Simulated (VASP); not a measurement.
# Si3As (P4/mmm) in VASP: notebook, part 2 of 2

VASP 6.6.1.

### Step 3. Single point, PBE

This run uses another cell than the first one, of 17.09 Å³/atom.

Input file INCAR:

```
PREC = Accurate
ENCUT = 520
EDIFF = 1E-7
ISMEAR = 0
SIGMA = 0.1
LREAL = F
LASPH = T
NELM = 80
ALGO = Normal
ISIF = 2
LWAVE = F
LCHARG = F
GGA = PE
NBANDS = 16
```

Input file KPOINTS:

```
Automatic mesh
0
Gamma
  6 6 4
```

Input file POSCAR:

```
Si3As
1.0
    3.2833407800      0.0000000000      0.0000000000
    0.0000000000      3.2833407800      0.0000000000
    0.0000000000      0.0000000000      6.3406148700
Si As
3 1
Direct
    0.5000000000      0.5000000000      0.2365449100
    0.5000000000      0.5000000000      0.7634550900
    0.0000000000      0.0000000000      0.5000000000
    0.0000000000      0.0000000000      0.0000000000
```

Potentials or basis: VASP PAW PBE potentials, release 64 (Si, As).

Started as:

```
cat potpaw_PBE.64/Si/POTCAR potpaw_PBE.64/As/POTCAR > POTCAR
mpirun -np 1 vasp_std > vasp.out
```

OUTCAR:

```text
PREC = Accurate
   ENCUT = 520
   EDIFF = 1E-7
   ISMEAR = 0
   LREAL = F
   LASPH = T
   NELM = 80
   ISIF = 2
   GGA = PE

 ion  position               nearest neighbor table
   1  0.500  0.500  0.237-   4 2.76   4 2.76   4 2.76   4 2.76   3 2.86   3 2.86   3 2.86   3 2.86
                             2 3.00
   2  0.500  0.500  0.763-   4 2.76   4 2.76   4 2.76   4 2.76   3 2.86   3 2.86   3 2.86   3 2.86
                             1 3.00
   3  0.000  0.000  0.500-   1 2.86   2 2.86   1 2.86   2 2.86   1 2.86   2 2.86   1 2.86   2 2.86

   4  0.000  0.000  0.000-   1 2.76   2 2.76   1 2.76   2 2.76   1 2.76   2 2.76   1 2.76   2 2.76

  LATTYP: Found a simple tetragonal cell.
 ALAT       =     3.2833407800
 C/A-ratio  =     1.9311473572

  Lattice vectors:

 A1 = (   3.2833407800,   0.0000000000,   0.0000000000)
 A2 = (   0.0000000000,   3.2833407800,   0.0000000000)
 A3 = (   0.0000000000,   0.0000000000,   6.3406148700)

Analysis of symmetry for initial positions (statically):
=====================================================================
 Subroutine PRICEL returns:
 Original cell was already a primitive cell.

 Routine SETGRP: Setting up the symmetry group for a
 simple tetragonal supercell.

 Subroutine GETGRP returns: Found 16 space group operations
 (whereof 16 operations were pure point group operations)
 out of a pool of 16 trial point group operations.

The static configuration has the point symmetry D_4h.

Analysis of symmetry for dynamics (positions and initial velocities):
=====================================================================
 Subroutine PRICEL returns:
 Original cell was already a primitive cell.

 Routine SETGRP: Setting up the symmetry group for a
 simple tetragonal supercell.

 Subroutine GETGRP returns: Found 16 space group operations
 (whereof 16 operations were pure point group operations)
 out of a pool of 16 trial point group operations.

The dynamic configuration has the point symmetry D_4h.

 Subroutine INISYM returns: Found 16 space group operations
 (whereof 16 operations are pure point group operations),
 and found     1 'primitive' translations

----------------------------------------------------------------------------------------

                                     Primitive cell

  volume of cell :      68.3539

  direct lattice vectors                    reciprocal lattice vectors
     3.283340780  0.000000000  0.000000000     0.304567837  0.000000000  0.000000000
     0.000000000  3.283340780  0.000000000     0.000000000  0.304567837  0.000000000
     0.000000000  0.000000000  6.340614870     0.000000000  0.000000000  0.157713411

  length of vectors
     3.283340780  3.283340780  6.340614870     0.304567837  0.304567837  0.157713411

  position of ions in fractional coordinates (direct lattice)
     0.500000000  0.500000000  0.236544910
     0.500000000  0.500000000  0.763455090
     0.000000000  0.000000000  0.500000000
     0.000000000  0.000000000  0.000000000

  ion indices of the primitive-cell ions
   primitive index   ion index
                 1           1
                 2           2
                 3           3
                 4           4

[... 30 lines left out ...]
  0.333333  0.000000  0.000000      4.000000
  0.500000  0.000000  0.000000      2.000000
  0.166667  0.166667  0.000000      4.000000
  0.333333  0.166667  0.000000      8.000000
[... 16 lines left out ...]
  0.333333  0.000000  0.500000      4.000000
  0.500000  0.000000  0.500000      2.000000
 [... further k-points ...]
   k-points           NKPTS =     30   k-points in BZ     NKDIM =     30   number of bands    NBANDS=     16
   number of dos      NEDOS =    301   number of ions     NIONS =      4
   total plane-waves  NPLWV =  27648
   dimension x,y,z NGX =    24 NGY =   24 NGZ =   48
   dimension x,y,z NGXF=    48 NGYF=   48 NGZF=   96
   ions per type =               3   1
   NGX,Y,Z   is equivalent  to a cutoff of  12.15, 12.15, 12.59 a.u.
   NGXF,Y,Z  is equivalent  to a cutoff of  24.30, 24.30, 25.17 a.u.
 SYSTEM =  unknown system
   PREC   = accura    normal or accurate (medium, high low for compatibility)
   ISTART =      0    job   : 0-new  1-cont  2-samecut
   ICHARG =      2    charge: 1-file 2-atom 10-const
   ISPIN  =      1    spin polarized calculation?
   LNONCOLLINEAR =      F non collinear calculations
   LSORBIT =      F    spin-orbit coupling
   LASPH  =      T    aspherical Exc in radial PAW
   ENCUT  =  520.0 eV  38.22 Ry    6.18 a.u.   6.10  6.10 11.79*2*pi/ulx,y,z
   NELM   =     80;   NELMIN=  2; NELMDL= -5     # of ELM steps
   EDIFF  = 0.1E-06   stopping-criterion for ELM
   LREAL  =      F    real-space projection
   EDIFFG = 0.1E-05   stopping-criterion for IOM
   NSW    =      0    number of steps for IOM
   IBRION =     -1    ionic relax: 0-MD 1-quasi-New 2-CG
   NFREE  =      0    steps in history (QN), initial steepest desc. (CG)
   ISIF   =      2    stress and relaxation
   ISYM   =      2    0-nonsym 1-usesym 2-fastsym
   POTIM  = 0.5000    time-step for ionic-motion
   TEBEG  =    0.0;   TEEND  =   0.0 temperature during run
   PSTRESS=    0.0 pullay stress
   NELECT =      17.0000    total number of electrons
   NUPDOWN=      -1.0000    fix difference up-down
   EMIN   =  10.00;   EMAX   =-10.00  energy-range for DOS
   EFERMI =   0.00;   METHOD = LEGACY
   ISMEAR =     0;   SIGMA  =   0.10  broadening in eV -4-tet -1-fermi 0-gaus
   EFERMI_NEDOS =   21; number of points for ismear=-14 and -15
   IALGO  =     38    algorithm
   IMIX   =      4    mixing-type and parameters
     AMIX     =   0.40;   BMIX     =  1.00
     AMIX_MAG =   1.60;   BMIX_MAG =  1.00
  volume/ion in A,a.u.               =      17.09       115.32
  Fermi-wavevector in a.u.,A,eV,Ry     =   1.029525  1.945519 14.421098  1.059921
  Thomas-Fermi vector in A             =   2.163576
   LORBIT       =      0    0 simple, 1 ext, 2 COOP (PROOUT), +10 PAW based schemes
   GGA     = PE    functional components
   LHFCALC =     F    Hartree Fock is set to
   AEXX    =    0.0000 exact exchange contribution
   IVDW    =     0    specifies the selected vdW correction
   LEPSILON=     F    determine dielectric tensor
   LRPA    =     F    only Hartree local field effects (RPA)
 non-spin polarized calculation
 Gauss-broadening in eV      SIGMA  =   0.10
  energy-cutoff  :      520.00
  volume of cell :       68.35
 maximum number of plane-waves:      1872
   NGX = 13   NGY = 13   NGZ = 23

 number of electron      16.9999999 magnetization

 Free energy of the ion-electron system (eV)
  ---------------------------------------------------
  ext. energy  EPLUGINS =         0.00000000
  ---------------------------------------------------
  free energy    TOTEN  =       -18.63412814 eV

  energy without entropy =      -18.62275042  energy(sigma->0) =      -18.62843928

 E-fermi :   8.0036     XC(G=0): -10.7090

 val. band max:        7.9875740762   @ k =   0.3333   0.0000   0.5000
 cond. band min:       8.0265252495   @ k =   0.3333   0.0000   0.5000
 fundamental gap:      0.0389511732
 Fermi energy:         8.0035611046

 k-point     1 :       0.0000    0.0000    0.0000
  band No.  band energies     occupation
      1      -6.3691      2.00000
      2      -2.2912      2.00000
      3      -1.6835      2.00000
      4       5.8339      2.00000
      5       6.3898      2.00000
      6       6.3898      2.00000
[... 433 lines left out ...]
      3      -0.7408      2.00000
      4      -0.4844      2.00000
      5       5.2530      2.00000
      6       5.4677      2.00000
[... 8 lines left out ...]
     15      12.8717      0.00000
     16      13.3674      0.00000

 [... further k-points ...]

------------------------ aborting loop because EDIFF is reached ----------------------------------------

  FORCE on cell =-STRESS in cart. coord.  units (eV):
  Direction    XX          YY          ZZ          XY          YZ          ZX
  --------------------------------------------------------------------------------------
  -------------------------------------------------------------------------------------
  Total       -1.4068964     -1.4068964     -2.9136321      0.0000000     -0.0000000      0.0000000
  in kB      -32.9768688    -32.9768688    -68.2939135      0.0000000     -0.0000000      0.0000000
  external PRESSURE =     -44.7492170 kB  Pullay stress =       0.0000000 kB

 VOLUME and BASIS-vectors are now :
 -----------------------------------------------------------------------------
  energy-cutoff  :      520.00
  volume of cell :       68.35
      direct lattice vectors                 reciprocal lattice vectors
     3.283340780  0.000000000  0.000000000     0.304567837  0.000000000  0.000000000
     0.000000000  3.283340780  0.000000000     0.000000000  0.304567837  0.000000000
     0.000000000  0.000000000  6.340614870     0.000000000  0.000000000  0.157713411

 POSITION                                       TOTAL-FORCE (eV/Angst)
 -----------------------------------------------------------------------------------
      1.64167      1.64167      1.49984        -0.000000      0.000000      0.345799
      1.64167      1.64167      4.84077         0.000000      0.000000     -0.345799
      0.00000      0.00000      3.17031        -0.000000     -0.000000      0.000000
      0.00000      0.00000      0.00000        -0.000000     -0.000000      0.000000
 -----------------------------------------------------------------------------------
    total drift:                               -0.000000     -0.000000     -0.000000

  FREE ENERGIE OF THE ION-ELECTRON SYSTEM (eV)
  ---------------------------------------------------
  free  energy   TOTEN  =       -18.6341281357 eV

  energy  without entropy=      -18.6227504186  energy(sigma->0) =      -18.62843928
```

OSZICAR:

```text
N       E                     dE             d eps       ncg     rms          rms(c)
DAV:   1     0.237841025588E+02    0.23784E+02   -0.64247E+03   960   0.871E+02
DAV:   2    -0.172816236124E+02   -0.41066E+02   -0.38361E+02  1352   0.120E+02
DAV:   3    -0.186724955597E+02   -0.13909E+01   -0.13751E+01  1224   0.197E+01
DAV:   4    -0.186803589096E+02   -0.78633E-02   -0.78608E-02  1144   0.194E+00
DAV:   5    -0.186804274114E+02   -0.68502E-04   -0.68500E-04  1216   0.155E-01    0.398E+00
DAV:   6    -0.186493698326E+02    0.31058E-01   -0.15672E-02  1152   0.639E-01    0.226E+00
DAV:   7    -0.186342433394E+02    0.15126E-01   -0.27478E-02  1072   0.793E-01    0.181E-01
DAV:   8    -0.186341081617E+02    0.13518E-03   -0.66277E-04  1256   0.165E-01    0.145E-01
DAV:   9    -0.186341408703E+02   -0.32709E-04   -0.21340E-04  1040   0.834E-02    0.432E-02
DAV:  10    -0.186341292410E+02    0.11629E-04   -0.16494E-05  1152   0.205E-02    0.961E-03
DAV:  11    -0.186341285491E+02    0.69188E-06   -0.26108E-06  1152   0.781E-03    0.317E-03
DAV:  12    -0.186341283581E+02    0.19104E-06   -0.17403E-07   976   0.229E-03    0.914E-04
DAV:  13    -0.186341281252E+02    0.23287E-06   -0.10960E-08   616   0.593E-04    0.126E-04
DAV:  14    -0.186341281357E+02   -0.10506E-07   -0.18803E-09   624   0.252E-04
   1 F= -.18634128E+02 E0= -.18628439E+02  d E =-.113777E-01
```

Run time: 32 s. Hardware: 1 thread of Intel Xeon 8259CL, shared host; peak memory 0.18 GiB.

Results:

```yaml
Free_energy: -18.6341 eV
Pressure: -4.5 GPa
Largest_force: 0.346 eV/Å
Band_gap_on_the_k_mesh: zero (an odd number of electrons rules out a gap without spin polarisation)
```

Forces in eV/Å, atoms in the order of the input:
```
Si   0.000  0.000  0.346
Si   0.000  0.000 -0.346
Si   0.000  0.000  0.000
As   0.000  0.000  0.000
```

Caveat: the cell stands under tension.

### Step 4. Single point, PBE

This run uses another cell than the first one: it holds 8 atoms, not 4.

Input file INCAR:

```
SYSTEM = Si3As
ALGO = Normal ; EDIFF = 1E-6
ENCUT = 520 ; GGA = PE
ISIF = 2 ; ISMEAR = 0
LASPH = .TRUE. ; LCHARG = .FALSE.
LREAL = .FALSE. ; LWAVE = .FALSE.
NBANDS = 27 ; NELM = 100
PREC = Accurate ; SIGMA = 0.2
```

Input file KPOINTS:

```
k-points
0
G
  6 4 4
  0 0 0
```

Input file POSCAR:

```
Si3As
1.0
   -3.3218254802      0.0000000000      0.0000000000
    0.0000000000      0.0000000000     -5.7662796786
    0.0000000000     -6.6436509604      0.0000000000
Si As
6 2
Direct
    0.5000000000      0.7248360299      0.7500000000
    0.5000000000      0.7248360299      0.2500000000
    0.5000000000      0.2751639701      0.7500000000
    0.5000000000      0.2751639701      0.2500000000
    1.0000000000      0.5000000000      0.5000000000
    0.0000000000      0.5000000000      0.0000000000
    1.0000000000      0.0000000000      0.5000000000
    1.0000000000      0.0000000000      1.0000000000
```

Potentials or basis: VASP PAW PBE potentials, release 64 (Si, As).

Started as:

```
cat potpaw_PBE.64/Si/POTCAR potpaw_PBE.64/As/POTCAR > POTCAR
mpirun -np 1 vasp_std > vasp.out
```

OUTCAR:

```text
SYSTEM = Si3As
   EDIFF = 1E-6
   ENCUT = 520
   GGA = PE
   ISIF = 2
   ISMEAR = 0
   LASPH = .TRUE.
   LREAL = .FALSE.
   NELM = 100
   PREC = Accurate

 ion  position               nearest neighbor table
   1  0.500  0.725  0.750-   3 2.59   5 2.68   6 2.68   5 2.68   6 2.68   7 2.83   8 2.83   7 2.83
                             8 2.83
   2  0.500  0.725  0.250-   4 2.59   5 2.68   6 2.68   5 2.68   6 2.68   7 2.83   8 2.83   7 2.83
                             8 2.83
   3  0.500  0.275  0.750-   1 2.59   5 2.68   6 2.68   5 2.68   6 2.68   7 2.83   8 2.83   7 2.83
                             8 2.83
   4  0.500  0.275  0.250-   2 2.59   5 2.68   6 2.68   5 2.68   6 2.68   7 2.83   8 2.83   7 2.83
                             8 2.83
   5  0.000  0.500  0.500-   1 2.68   2 2.68   3 2.68   4 2.68   1 2.68   2 2.68   3 2.68   4 2.68
                             7 2.88   7 2.88
   6  0.000  0.500  0.000-   1 2.68   2 2.68   3 2.68   4 2.68   1 2.68   2 2.68   3 2.68   4 2.68
                             8 2.88   8 2.88
   7  0.000  0.000  0.500-   1 2.83   2 2.83   3 2.83   4 2.83   1 2.83   2 2.83   3 2.83   4 2.83
                             5 2.88   5 2.88
   8  0.000  0.000  0.000-   1 2.83   2 2.83   3 2.83   4 2.83   1 2.83   2 2.83   3 2.83   4 2.83
[... 225 lines left out ...]
      3      -1.9620      2.00000
      4      -1.8562      2.00000
      5      -0.6882      2.00000
      6       0.8676      2.00000
[... 709 lines left out ...]
     26      12.7517      0.00000
     27      12.9706      0.00000

 [... further k-points ...]

------------------------ aborting loop because EDIFF is reached ----------------------------------------

  FORCE on cell =-STRESS in cart. coord.  units (eV):
  Direction    XX          YY          ZZ          XY          YZ          ZX
  --------------------------------------------------------------------------------------
  -------------------------------------------------------------------------------------
  Total       -0.5201705      1.7728754     -0.0923230      0.0000000      0.0000000     -0.0000000
  in kB       -6.5490297     22.3207858     -1.1623612      0.0000000      0.0000000     -0.0000000
  external PRESSURE =       4.8697983 kB  Pullay stress =       0.0000000 kB

 VOLUME and BASIS-vectors are now :
 -----------------------------------------------------------------------------
  energy-cutoff  :      520.00
  volume of cell :      127.26
      direct lattice vectors                 reciprocal lattice vectors
    -3.321825480  0.000000000  0.000000000    -0.301039295  0.000000000  0.000000000
     0.000000000  0.000000000 -5.766279679     0.000000000  0.000000000 -0.173422043
     0.000000000 -6.643650960  0.000000000     0.000000000 -0.150519647  0.000000000

 POSITION                                       TOTAL-FORCE (eV/Angst)
 -----------------------------------------------------------------------------------
     -1.66091     -4.98274     -4.17961         0.000000      0.000000      0.080482
     -1.66091     -1.66091     -4.17961         0.000000      0.000000      0.080482
     -1.66091     -4.98274     -1.58667         0.000000     -0.000000     -0.080482
     -1.66091     -1.66091     -1.58667         0.000000     -0.000000     -0.080482
      0.00000     -3.32183     -2.88314        -0.000000     -0.000000      0.000000
      0.00000      0.00000     -2.88314        -0.000000     -0.000000      0.000000
      0.00000     -3.32183      0.00000        -0.000000     -0.000000      0.000000
      0.00000      0.00000      0.00000        -0.000000     -0.000000      0.000000
 -----------------------------------------------------------------------------------
    total drift:                                0.000000     -0.000000      0.000000

  FREE ENERGIE OF THE ION-ELECTRON SYSTEM (eV)
  ---------------------------------------------------
  free  energy   TOTEN  =       -37.7345132514 eV

  energy  without entropy=      -37.6682880602  energy(sigma->0) =      -37.70140066
```

stdout:

```text
POSCAR found type information on POSCAR SiAs
 POSCAR found :  2 types and       8 ions
 scaLAPACK will be used
 LDA part: xc-table for (Slater+PW92), standard interpolation
 POSCAR, INCAR and KPOINTS ok, starting setup
 FFT: planning ... GRIDC
 FFT: planning ... GRID_SOFT
 FFT: planning ... GRID
 WAVECAR not read
 entering main loop
```

Wall time 3.4 min (1 thread of Intel Xeon 8259CL, shared host); peak memory 0.29 GiB.

Results:

| Quantity | Value |
| --- | --- |
| Free energy | -37.7345 eV |
| Pressure | 0.5 GPa |
| Largest force | 0.080 eV/Å |
| Band gap on the k mesh | zero (bands 17 and 18 overlap by 4.14 eV) |

Forces on the atoms (eV/Å):
```
Si   0.000  0.000  0.080
Si   0.000  0.000  0.080
Si   0.000  0.000 -0.080
Si   0.000  0.000 -0.080
Si   0.000  0.000  0.000
Si   0.000  0.000  0.000
As   0.000  0.000  0.000
As   0.000  0.000  0.000
```

Levels at points of the mesh, in eV from the Fermi level:
```tsv
k point	band 14	band 15	band 16	band 17	band 18	band 19
(0.00, 0.00, 0.00)	1.16	1.22	1.30	1.31	1.47	1.95
(0.50, 0.00, 0.00)	-3.00	-2.98	-2.97	-2.16	-2.15	0.40
(0.00, 0.50, 0.00)	-1.18	-1.13	-0.95	-0.63	-0.57	0.98
(0.50, 0.50, 0.00)	-1.66	-1.13	-0.95	0.37	0.57	0.83
(0.00, 0.00, 0.50)	-1.46	0.52	0.52	1.89	1.89	2.37
(0.50, 0.00, 0.50)	-3.69	-3.29	-3.29	-0.23	-0.23	0.86
(0.00, 0.50, 0.50)	-0.47	-0.45	-0.45	1.48	1.48	1.79
(0.50, 0.50, 0.50)	-2.52	-1.95	-1.95	-0.88	-0.88	-0.87
```

### Step 5. The runs side by side

```tsv
cell	k mesh	smearing	gap on the mesh (eV)	pressure (GPa)	largest force (eV/Å)
a = 3.248, b = 3.248, c = 6.002 Å, 4 atoms, atomic positions A	6 × 6 × 4	gaussian 0.1 eV	none	0.1	0.01
a = 3.283, b = 3.283, c = 6.341 Å, 4 atoms, atomic positions B	6 × 6 × 4	gaussian 0.1 eV	none	-4.5	0.35
a = 3.322, b = 5.766, c = 6.644 Å, 8 atoms, atomic positions C	6 × 4 × 4	gaussian 0.2 eV	none	0.5	0.08
```

Alike in all rows: task single point; level PBE; potentials or basis VASP PAW PBE potentials, release 64 (Si, As); no spin polarisation; cutoff (eV) 520.

Caveats: the cell stands under tension (at least some runs).

Total energies depend on the potentials used, so only differences within one code and one set of settings carry meaning.
